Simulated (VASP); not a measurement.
# PbI2 (CdI2 type) (P-3m1) in VASP: notebook, part 2 of 2

VASP 6.6.1. Earlier steps stand in the parts before.

### Step 3. Single point, PBE

This run uses another cell than the first one, of 49.57 Å³/atom.

Contents of INCAR:

```
SYSTEM = PbI2
PREC = Accurate
ENCUT = 500
EDIFF = 1E-6
ISMEAR = -1
SIGMA = 0.03
LREAL = .False.
LASPH = .True.
NELM = 120
ALGO = Normal
ISIF = 2
LWAVE = .False.
LCHARG = .True.
GGA = PE
LELF = .True.
LVHAR = .True.
NBANDS = 21
GGA_COMPAT = .False.
```

Contents of KPOINTS:

```
Automatic mesh
0
Gamma
  11 11 6
  0 0 0
```

Contents of POSCAR:

```
PbI2
1.0
    4.6772877255      0.0000000000      0.0000000000
   -2.3386438628      4.0506499911      0.0000000000
    0.0000000000      0.0000000000      7.8496382030
Pb I
1 2
Direct
    0.0000000000      0.0000000000      0.0000000000
    0.3333333333      0.6666666667      0.2366177030
    0.6666666667      0.3333333333      0.7633822970
```

Potentials or basis: VASP PAW PBE potentials, release 64 (Pb_d, I).

The run is started by

```bash
$ cat potpaw_PBE.64/Pb_d/POTCAR potpaw_PBE.64/I/POTCAR > POTCAR
$ mpirun -np 1 vasp_std > vasp.out
```

OUTCAR:

```text
SYSTEM = PbI2
   PREC = Accurate
   ENCUT = 500
   EDIFF = 1E-6
   ISMEAR = -1
   LREAL = .False.
   LASPH = .True.
   NELM = 120
   ISIF = 2
   GGA = PE

 ion  position               nearest neighbor table
   1  0.000  0.000  0.000-   2 3.28   3 3.28   3 3.28   2 3.28   3 3.28   2 3.28
   2  0.333  0.667  0.237-   1 3.28   1 3.28   1 3.28
   3  0.667  0.333  0.763-   1 3.28   1 3.28   1 3.28

  LATTYP: Found a hexagonal cell.
 ALAT       =     4.6772877255
 C/A-ratio  =     1.6782457406

  Lattice vectors:

 A1 = (   4.6772877255,   0.0000000000,   0.0000000000)
 A2 = (  -2.3386438628,   4.0506499911,   0.0000000000)
 A3 = (   0.0000000000,   0.0000000000,   7.8496382030)

Analysis of symmetry for initial positions (statically):
=====================================================================
 Subroutine PRICEL returns:
 Original cell was already a primitive cell.

 Routine SETGRP: Setting up the symmetry group for a
 hexagonal supercell.

 Subroutine GETGRP returns: Found 12 space group operations
 (whereof 12 operations were pure point group operations)
[... 158 lines left out ...]
 Free energy of the ion-electron system (eV)
  ---------------------------------------------------
  ext. energy  EPLUGINS =         0.00000000
  ---------------------------------------------------
  free energy    TOTEN  =        -8.62218042 eV

  energy without entropy =       -8.62218042  energy(sigma->0) =       -8.62218042

 E-fermi :   1.6547     XC(G=0):  -7.3063

 val. band max:        0.9833292737   @ k =   0.1818  -0.0000   0.3333
 cond. band min:       3.4168986618   @ k =   0.0000   0.0000   0.5000
 fundamental gap:      2.4335693881
 Fermi energy:         1.6547372122

 k-point     1 :       0.0000    0.0000    0.0000
  band No.  band energies     occupation
      1     -14.9269      2.00000
      2     -14.9269      2.00000
      3     -14.9217      2.00000
      4     -14.9132      2.00000
      5     -14.9132      2.00000
      6     -10.6337      2.00000
[... 565 lines left out ...]
     20       9.2448      0.00000
     21      10.0964      0.00000

 [... further k-points ...]
[... 5 lines left out ...]
  --------------------------------------------------------------------------------------
  -------------------------------------------------------------------------------------
  Total       -0.0279092     -0.0279092     -0.0158666      0.0000000     -0.0000000      0.0000000
  in kB       -0.3006701     -0.3006701     -0.1709334      0.0000000     -0.0000000      0.0000000
  external PRESSURE =      -0.2574245 kB  Pullay stress =       0.0000000 kB

 VOLUME and BASIS-vectors are now :
 -----------------------------------------------------------------------------
  energy-cutoff  :      500.00
  volume of cell :      148.72
      direct lattice vectors                 reciprocal lattice vectors
     4.677287726  0.000000000  0.000000000     0.213799120  0.123436980  0.000000000
    -2.338643863  4.050649991  0.000000000     0.000000000  0.246873959  0.000000000
     0.000000000  0.000000000  7.849638203     0.000000000  0.000000000  0.127394406

 POSITION                                       TOTAL-FORCE (eV/Angst)
 -----------------------------------------------------------------------------------
      0.00000      0.00000      0.00000        -0.000000      0.000000      0.000000
     -0.00000      2.70043      1.85736         0.000000     -0.000000     -0.000006
      2.33864      1.35022      5.99227         0.000000      0.000000      0.000006
 -----------------------------------------------------------------------------------
    total drift:                               -0.000000     -0.000000      0.000000

  FREE ENERGIE OF THE ION-ELECTRON SYSTEM (eV)
  ---------------------------------------------------
  free  energy   TOTEN  =        -8.6221804215 eV

  energy  without entropy=       -8.6221804215  energy(sigma->0) =       -8.62218042
```

stdout:

```text
POSCAR found type information on POSCAR PbI
 POSCAR found :  2 types and       3 ions
 scaLAPACK will be used
 LDA part: xc-table for (Slater+PW92), standard interpolation
 POSCAR, INCAR and KPOINTS ok, starting setup
 FFT: planning ... GRIDC
 FFT: planning ... GRID_SOFT
 FFT: planning ... GRID
 WAVECAR not read
 entering main loop
```

Wall time 2.1 min (1 thread of AMD EPYC 9R45 (Zen 5), shared host); peak memory 0.39 GiB.

What came out:

* Free energy: -8.6222 eV
* Pressure: 0.0 GPa
* Band gap on the k mesh: 2.43 eV (least direct gap 2.56 eV)

Levels at points of the mesh, in eV from the valence-band top:
```tsv
k point	band 10	band 11	band 12	band 13	band 14	band 15	band 16	band 17	band 18	band 19
(0.00, 0.00, 0.00)	-0.74	-0.65	-0.61	-0.55	-0.55	2.56	3.45	3.45	6.04	7.64
(0.00, 0.00, 0.50)	-0.77	-0.77	-0.51	-0.51	-0.12	2.43	3.40	3.40	6.92	7.13
```

Caveat: spin-orbit coupling is left out, which moves the levels of the heavy elements; this functional lacks dispersion, which binds layers or chains, so the pressure and a relaxed spacing across them are unreliable.

### Step 4. Single point, PBE

This run uses another cell than the first one, of 49.57 Å³/atom.

Contents of INCAR:

```
ALGO = Normal
EDIFF = 1E-6
ENCUT = 500
GGA = PE
GGA_COMPAT = False
ISIF = 2
ISMEAR = -1
LASPH = True
LCHARG = False
LREAL = False
LWAVE = False
NBANDS = 21
NELM = 120
PREC = Accurate
SIGMA = 0.03
```

Contents of KPOINTS:

```
k-points
0
Gamma
  11 11 6
```

POSCAR is that of step 3.

The run is started by

```bash
$ cat potpaw_PBE.64/Pb_d/POTCAR potpaw_PBE.64/I/POTCAR > POTCAR
$ mpirun -np 1 vasp_std > vasp.out
```

Run time: 2 min. Hardware: 1 thread of AMD EPYC 9R45 (Zen 5), shared host; peak memory 0.39 GiB.

The run converged. Its results:

```yaml
Free_energy: -8.6222 eV
Pressure: 0.0 GPa
Band_gap_on_the_k_mesh: 2.43 eV (least direct gap 2.56 eV)
```

Levels at points of the mesh, in eV from the valence-band top:
```csv
k point,band 12,band 13,band 14,band 15,band 16,band 17
"(0.00, 0.00, 0.00)",-0.61,-0.55,-0.55,2.56,3.45,3.45
"(0.00, 0.00, 0.50)",-0.51,-0.51,-0.12,2.43,3.40,3.40
```

Caveat: spin-orbit coupling is left out, which moves the levels of the heavy elements; this functional lacks dispersion, which binds layers or chains, so the pressure and a relaxed spacing across them are unreliable. A k mesh can miss the band edges.
